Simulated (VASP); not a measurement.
# Pt4Au in VASP: relaxation of the atoms with RPBE

Aim: the relaxation of the atoms of Pt4Au with RPBE.

All numbers are computed with VASP 6.6.1; they aren't measurements. Logs are shortened: lines on timing, memory, paths and dates and some standing lists are left out, and cuts for length are marked.

### 1 The cell of the first run

The cell holds a slab with vacuum, 5 atoms: a = 2.823 Å, b = 2.823 Å, c = 25.916 Å, α = 90.00°, β = 90.00°, γ = 120.00°.

### 2 Relaxation of the atoms, RPBE

Input file INCAR:

```
PREC     = Accurate       # precision mode
ENCUT    = 450            # plane-wave cutoff, eV
EDIFF    = 1E-7           # SCF threshold, eV
ISMEAR   = 0              # smearing method
SIGMA    = 0.1            # smearing width, eV
LREAL    = F              # projectors in reciprocal space
LASPH    = T              # aspherical terms in the spheres
NELM     = 120            # most SCF steps
ALGO     = Normal         # electronic algorithm
ISIF     = 2              # what is computed and relaxed
LWAVE    = F              # write WAVECAR
LCHARG   = F              # write CHGCAR
LDIPOL   = T            
IDIPOL   = 3            
DIPOL    = 0.5 0.5 0.504
GGA      = RP             # functional
IBRION   = 2              # ionic algorithm
NSW      = 90             # ionic steps
EDIFFG   = -0.03          # ionic threshold
GGA_COMPAT= F            
NELMIN   = 4            
NELMDL   = -8
```

Input file KPOINTS:

```
regular mesh
0
Gamma
  12 12 1
```

Input file POSCAR:

```
Pt4Au
1.0
    2.8233810868      0.0000000000      0.0000000000
   -1.4116905434      2.4451197457      0.0000000000
    0.0000000000      0.0000000000     25.9158430120
Pt Au
4 1
Selective dynamics
Direct
    0.6666666667      0.3333333333      0.3279847002  F F F
    0.3333333333      0.6666666667      0.4169372766  F F F
    0.0000000000      0.0000000000      0.5047676286  T T T
    0.6666666667      0.3333333333      0.5940922106  T T T
    0.0000000000      0.0000000000      0.6782106395  T T T
```

Potentials or basis: VASP PAW PBE potentials, release 64 (Pt, Au).

Started as:

```
> cat potpaw_PBE.64/Pt/POTCAR potpaw_PBE.64/Au/POTCAR > POTCAR
> mpirun -np 1 vasp_std > vasp.out
```

OUTCAR:

```text
PREC = Accurate
   ENCUT = 450
   EDIFF = 1E-7
   ISMEAR = 0
   LREAL = F
   LASPH = T
   NELM = 120
   ISIF = 2
   GGA = RP
   IBRION = 2
   NSW = 90
   EDIFFG = -0.03
   NELMIN = 4
   NELMDL = -8

 ion  position               nearest neighbor table
   1  0.667  0.333  0.328-   2 2.82   2 2.82   2 2.82
   2  0.333  0.667  0.417-   3 2.80   3 2.80   3 2.80   1 2.82   1 2.82   1 2.82
   3  0.000  0.000  0.505-   2 2.80   2 2.80   2 2.80   4 2.83   4 2.83   4 2.83
   4  0.667  0.333  0.594-   5 2.72   5 2.72   5 2.72   3 2.83   3 2.83   3 2.83
   5  0.000  0.000  0.678-   4 2.72   4 2.72   4 2.72

  LATTYP: Found a hexagonal cell.
 ALAT       =     2.8233810868
 C/A-ratio  =     9.1790099229

  Lattice vectors:

 A1 = (   2.8233810868,   0.0000000000,   0.0000000000)
 A2 = (  -1.4116905434,   2.4451197457,   0.0000000000)
 A3 = (   0.0000000000,   0.0000000000,  25.9158430120)

Analysis of symmetry for initial positions (statically):
=====================================================================
 Subroutine PRICEL returns:
 Original cell was already a primitive cell.

 Routine SETGRP: Setting up the symmetry group for a
 hexagonal supercell.

 Subroutine GETGRP returns: Found  6 space group operations
 (whereof  6 operations were pure point group operations)
 out of a pool of 24 trial point group operations.

The static configuration has the point symmetry C_3v.

Analysis of symmetry for dynamics (positions and initial velocities):
=====================================================================
 Subroutine PRICEL returns:
 Original cell was already a primitive cell.

 Routine SETGRP: Setting up the symmetry group for a
 hexagonal supercell.

 Subroutine GETGRP returns: Found  6 space group operations
 (whereof  6 operations were pure point group operations)
 out of a pool of 24 trial point group operations.

The dynamic configuration has the point symmetry C_3v.

Analysis of constrained symmetry for selective dynamics:
=====================================================================
 Subroutine PRICEL returns:
 Original cell was already a primitive cell.

 Routine SETGRP: Setting up the symmetry group for a
 hexagonal supercell.

 Subroutine GETGRP returns: Found  6 space group operations
 (whereof  6 operations were pure point group operations)
 out of a pool of 24 trial point group operations.

The constrained configuration has the point symmetry C_3v.

 Subroutine INISYM returns: Found  6 space group operations
 (whereof  6 operations are pure point group operations),
 and found     1 'primitive' translations

----------------------------------------------------------------------------------------

                                     Primitive cell

  volume of cell :     178.9101

  direct lattice vectors                    reciprocal lattice vectors
     2.823381087  0.000000000  0.000000000     0.354185273  0.204488963  0.000000000
    -1.411690543  2.445119746  0.000000000     0.000000000  0.408977925  0.000000000
     0.000000000  0.000000000 25.915843012     0.000000000  0.000000000  0.038586435

  length of vectors
     2.823381087  2.823381087 25.915843012     0.408977925  0.408977925  0.038586435

  position of ions in fractional coordinates (direct lattice)
     0.666666667  0.333333333  0.327984700
     0.333333333  0.666666667  0.416937277
     0.000000000  0.000000000  0.504767629
     0.666666667  0.333333333  0.594092211
     0.000000000  0.000000000  0.678210640

  ion indices of the primitive-cell ions
   primitive index   ion index
                 1           1
                 2           2
                 3           3
                 4           4
                 5           5

----------------------------------------------------------------------------------------

 KPOINTS: regular mesh

Automatic generation of k-mesh.
 Grid dimensions read from file:
 generate k-points for:   12   12    1

 Generating k-lattice:

  Cartesian coordinates                     Fractional coordinates (reciprocal lattice)
     0.029515439  0.017040747  0.000000000     0.083333333 -0.000000000  0.000000000
     0.000000000  0.034081494  0.000000000     0.000000000  0.083333333  0.000000000
     0.000000000  0.000000000  0.038586435     0.000000000  0.000000000  1.000000000

  Length of vectors
     0.034081494  0.034081494  0.038586435

  Shift w.r.t. Gamma in fractional coordinates (k-lattice)
     0.000000000  0.000000000  0.000000000

 Subroutine IBZKPT returns following result:
 ===========================================

 Found     19 irreducible k-points:

 Following reciprocal coordinates:
            Coordinates               Weight
  0.000000  0.000000  0.000000      1.000000
  0.083333  0.000000  0.000000      6.000000
  0.166667  0.000000  0.000000      6.000000
  0.250000  0.000000  0.000000      6.000000
  0.333333  0.000000  0.000000      6.000000
  0.416667  0.000000  0.000000      6.000000
[... 11 lines left out ...]
  0.333333  0.250000  0.000000     12.000000
  0.333333  0.333333  0.000000      2.000000
   k-points           NKPTS =     19   k-points in BZ     NKDIM =     19   number of bands    NBANDS=     30
   number of dos      NEDOS =    301   number of ions     NIONS =      5
   total plane-waves  NPLWV =  72000
   dimension x,y,z NGX =    20 NGY =   20 NGZ =  180
   dimension x,y,z NGXF=    40 NGYF=   40 NGZF=  360
   ions per type =               4   1
   NGX,Y,Z   is equivalent  to a cutoff of  11.78, 11.78, 11.55 a.u.
   NGXF,Y,Z  is equivalent  to a cutoff of  23.55, 23.55, 23.09 a.u.
 SYSTEM =  unknown system
   PREC   = accura    normal or accurate (medium, high low for compatibility)
   ISTART =      0    job   : 0-new  1-cont  2-samecut
   ICHARG =      2    charge: 1-file 2-atom 10-const
   ISPIN  =      1    spin polarized calculation?
   LNONCOLLINEAR =      F non collinear calculations
   LSORBIT =      F    spin-orbit coupling
   LASPH  =      T    aspherical Exc in radial PAW
   ENCUT  =  450.0 eV  33.07 Ry    5.75 a.u.   4.88  4.88 44.83*2*pi/ulx,y,z
   NELM   =    120;   NELMIN=  4; NELMDL= -8     # of ELM steps
   EDIFF  = 0.1E-06   stopping-criterion for ELM
   LREAL  =      F    real-space projection
   EDIFFG = -.3E-01   stopping-criterion for IOM
   NSW    =     90    number of steps for IOM
   IBRION =      2    ionic relax: 0-MD 1-quasi-New 2-CG
   NFREE  =      1    steps in history (QN), initial steepest desc. (CG)
   ISIF   =      2    stress and relaxation
   ISYM   =      2    0-nonsym 1-usesym 2-fastsym
   POTIM  = 0.5000    time-step for ionic-motion
   TEBEG  =    0.0;   TEEND  =   0.0 temperature during run
   PSTRESS=    0.0 pullay stress
   NELECT =      51.0000    total number of electrons
   NUPDOWN=      -1.0000    fix difference up-down
   EMIN   =  10.00;   EMAX   =-10.00  energy-range for DOS
   EFERMI =   0.00;   METHOD = LEGACY
   ISMEAR =     0;   SIGMA  =   0.10  broadening in eV -4-tet -1-fermi 0-gaus
   EFERMI_NEDOS =   21; number of points for ismear=-14 and -15
   IALGO  =     38    algorithm
   IMIX   =      4    mixing-type and parameters
     AMIX     =   0.40;   BMIX     =  1.00
     AMIX_MAG =   1.60;   BMIX_MAG =  1.00
  volume/ion in A,a.u.               =      35.78       241.47
  Fermi-wavevector in a.u.,A,eV,Ry     =   1.077424  2.036036 15.794215  1.160842
  Thomas-Fermi vector in A             =   2.213335
   LORBIT       =      0    0 simple, 1 ext, 2 COOP (PROOUT), +10 PAW based schemes
   GGA     = RP    functional components
   LHFCALC =     F    Hartree Fock is set to
   AEXX    =    0.0000 exact exchange contribution
   IVDW    =     0    specifies the selected vdW correction
   LEPSILON=     F    determine dielectric tensor
   LRPA    =     F    only Hartree local field effects (RPA)
 conjugate gradient relaxation of ions
 non-spin polarized calculation
 Gauss-broadening in eV      SIGMA  =   0.10
  energy-cutoff  :      450.00
  volume of cell :      178.91
 maximum number of plane-waves:      3939
 NGX is ok and might be reduce to    20
   NGX =  9   NGY =  9   NGZ = 89

--------------------------------------- Ionic step        1  -------------------------------------------

 number of electron      50.9999996 magnetization

 Free energy of the ion-electron system (eV)
  ---------------------------------------------------
  ext. energy  EPLUGINS =         0.00000000
  ---------------------------------------------------
  free energy    TOTEN  =       -23.37032956 eV

  energy without entropy =      -23.32257829  energy(sigma->0) =      -23.34645393

------------------------ aborting loop because EDIFF is reached ----------------------------------------

  FORCE on cell =-STRESS in cart. coord.  units (eV):
  Direction    XX          YY          ZZ          XY          YZ          ZX
  --------------------------------------------------------------------------------------
  -------------------------------------------------------------------------------------
  Total        0.2104812      0.2104812      4.7513442      0.0000000      0.0000000      0.0000000
  in kB        1.8849028      1.8849028     42.5492692      0.0000000      0.0000000      0.0000000
  external PRESSURE =      15.4396916 kB  Pullay stress =       0.0000000 kB
[... 98 lines left out ...]
  FREE ENERGIE OF THE ION-ELECTRON SYSTEM (eV)
  ---------------------------------------------------
  free  energy   TOTEN  =       -23.5693014805 eV

  energy  without entropy=      -23.5202465534  energy(sigma->0) =      -23.54477402

 dipolmoment           0.000000      0.000000      0.004759 electrons x Angstroem

[... ionic steps 4 to 13 ...]

--------------------------------------- Ionic step       14  -------------------------------------------

 number of electron      50.9999994 magnetization

------------------------ aborting loop because EDIFF is reached ----------------------------------------
[... 73 lines left out ...]
--------------------------------------- Ionic step       16  -------------------------------------------

 number of electron      50.9999994 magnetization

 dipolmoment           0.000000      0.000000     -0.014330 electrons x Angstroem

 Free energy of the ion-electron system (eV)
  ---------------------------------------------------
  ext. energy  EPLUGINS =         0.00000000
  ---------------------------------------------------
  free energy    TOTEN  =       -23.63045950 eV

  energy without entropy =      -23.58237762  energy(sigma->0) =      -23.60641856

 E-fermi :   1.5625     XC(G=0):  -6.5456

 val. band max:        1.5572371967   @ k =   0.2500   0.0833   0.0000
 cond. band min:       1.5748598219   @ k =   0.3333   0.0833   0.0000
 fundamental gap:      0.0176226251
 Fermi energy:         1.5624861909

 k-point     1 :       0.0000    0.0000    0.0000
  band No.  band energies     occupation
      1      -7.5744      2.00000
      2      -6.6130      2.00000
      3      -5.7740      2.00000
      4      -5.1453      2.00000
      5      -5.0193      2.00000
      6      -2.4201      2.00000
[... 616 lines left out ...]
     29       6.5661      0.00000
     30       6.7174      0.00000

------------------------ aborting loop because EDIFF is reached ----------------------------------------

 vacuum level on the upper side and lower side of the slab       (xc-potential included)        -0.192         0.175

  FORCE on cell =-STRESS in cart. coord.  units (eV):
  Direction    XX          YY          ZZ          XY          YZ          ZX
  --------------------------------------------------------------------------------------
  -------------------------------------------------------------------------------------
  Total       -2.6407851     -2.6407851      0.0832639      0.0000000      0.0000000     -0.0000000
  in kB      -23.6487763    -23.6487763      0.7456453      0.0000000      0.0000000     -0.0000000
  external PRESSURE =     -15.5173024 kB  Pullay stress =       0.0000000 kB
[... 20 lines left out ...]
  FREE ENERGIE OF THE ION-ELECTRON SYSTEM (eV)
  ---------------------------------------------------
  free  energy   TOTEN  =       -23.6304595028 eV

  energy  without entropy=      -23.5823776206  energy(sigma->0) =      -23.60641856

 reached required accuracy - stopping structural energy minimisation

 vacuum level on the upper side and lower side of the slab         6.735         7.111
```

Run time: 42 min. Hardware: 1 thread of Intel Xeon 8259CL, shared host; peak memory 0.3 GiB.

What came out:

```
Free energy               : -23.6305 eV
Energy gained by relaxing : 52.0 meV/atom
Ionic steps               : 16
```

The path:
| step | energy change (eV) | largest force on free atoms (eV/Å) | pressure (GPa) |
| --- | --- | --- | --- |
| 1 | 0.0000 | 1.9585 | 1.54 |
| 2 | -0.1926 | 0.5914 | 0.54 |
| 3 | -0.1990 | 0.7626 | 0.45 |
| 4 | -0.2290 | 0.2663 | 0.15 |
| 5 | -0.2334 | 0.2168 | 0.04 |
| 6 | -0.2375 | 0.1649 | -0.08 |
| 7 | -0.2452 | 0.2370 | -0.43 |
| 8 | -0.2429 | 0.4690 | -1.04 |
| 9 | -0.2468 | 0.3457 | -0.70 |
| 10 | -0.2501 | 0.2823 | -0.83 |
| 11 | -0.2559 | 0.1610 | -1.21 |
| 12 | -0.2565 | 0.2160 | -1.37 |
| 13 | -0.2589 | 0.1056 | -1.46 |
| 14 | -0.2599 | 0.0513 | -1.55 |
| 15 | -0.2599 | 0.0510 | -1.54 |
| 16 | -0.2601 | 0.0187 | -1.55 |

Final structure:
```yaml
crystal:
  lattice:
    - [2.82338, 0.00000, 0.00000]
    - [-1.41169, 2.44512, 0.00000]
    - [0.00000, 0.00000, 25.91584]
  atoms:
    - { symbol: Pt, position: [0.66667, 0.33333, 0.32798] }
    - { symbol: Pt, position: [0.33333, 0.66667, 0.41694] }
    - { symbol: Pt, position: [0.00000, 0.00000, 0.50512] }
    - { symbol: Pt, position: [0.66667, 0.33333, 0.59490] }
    - { symbol: Au, position: [0.00000, 0.00000, 0.69213] }
```

Caveat: the highest band is partly filled, so the run has too few bands; the PAW data sets were made with another functional, which shifts forces and pressure a little; spin-orbit coupling is left out, which moves the levels of the heavy elements.
